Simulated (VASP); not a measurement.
**ZrC: single point with PBEsol**

ZrC:

```
Zr C
1.0
     0.00000    2.34235    2.34235
     2.34235    0.00000    2.34235
     2.34235    2.34235    0.00000
Zr C
1 1
Direct
  0.50000 0.50000 0.50000
  0.00000 0.00000 0.00000
```

```json
{
  "Program": "VASP 6.6.1",
  "Task": "single point",
  "Functional": "PBEsol",
  "Potentials or basis": "VASP PAW PBE potentials, release 64 (Zr_sv, C)",
  "Cutoff": "520 eV",
  "k mesh": "15 × 15 × 15",
  "Occupations": "fermi-dirac, width 0.05 eV",
  "Spin": "no spin polarisation",
  "Dipole correction": "no",
  "Further INCAR settings": "ALGO = Normal; EDIFF = 1e-06; NBANDS = 15"
}
```

```yaml
Pressure: -2.0 GPa
Band_gap_on_the_k_mesh: zero (bands 8 and 9 overlap by 1.32 eV)
```

Levels at points of the mesh, in eV from the Fermi level:
```csv
k point,band 5,band 6,band 7,band 8,band 9,band 10,band 11,band 12
"(0.00, 0.00, 0.00)",-11.30,0.97,0.97,0.97,1.07,1.07,1.07,2.85
```

Wall time 64 s on 1 thread of Intel Xeon 8259CL, on a shared host, peak memory 0.19 GiB.

Caveat: the PAW data sets were made with another functional, which shifts forces and pressure a little.
